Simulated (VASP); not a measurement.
GaAs:

```xyz
2
Lattice="0.0000 2.8268 2.8268 2.8268 0.0000 2.8268 2.8268 2.8268 0.0000" Properties=species:S:1:pos:R:3 pbc="T T T"
Ga    0.0000    0.0000    0.0000
As    1.4134    1.4134    1.4134
```

```yaml
Program: VASP 6.6.1
Task: relaxation of cell and atoms
Functional: PBE
Potentials_or_basis: VASP PAW PBE potentials, release 64 (Ga_d, As)
Cutoff: 500 eV
k_mesh: 5 × 5 × 5
Occupations: gaussian, width 0.01 eV
Spin: no spin polarisation
```

At the start: pressure 3.5 GPa; volume 22.59 Å³/atom.

Problem. Where does the relaxation end?

Solution. Over 3 steps the energy falls by 12.1 meV/atom and the volume is 23.77 Å³/atom (+5.2 %); space group F-43m (No. 216, to 0.05 Å).

Step by step:
```tsv
step	energy change (eV)	largest force (eV/Å)	pressure (GPa)	volume (Å³)
1	0.0000	0.0000	3.50	45.18
2	-0.0207	0.0000	-0.87	48.48
3	-0.0242	0.0000	-0.05	47.54
```

Final structure:
```cif
data_structure
_symmetry_space_group_name_H-M 'P 1'
_symmetry_Int_Tables_number 1
_cell_length_a 4.0663
_cell_length_b 4.0663
_cell_length_c 4.0663
_cell_angle_alpha 60.000
_cell_angle_beta 60.000
_cell_angle_gamma 60.000
_cell_volume 47.54
loop_
_atom_site_label
_atom_site_type_symbol
_atom_site_fract_x
_atom_site_fract_y
_atom_site_fract_z
_atom_site_occupancy
Ga1 Ga 0.00000 0.00000 0.00000 1
As1 As 0.25000 0.25000 0.25000 1
```
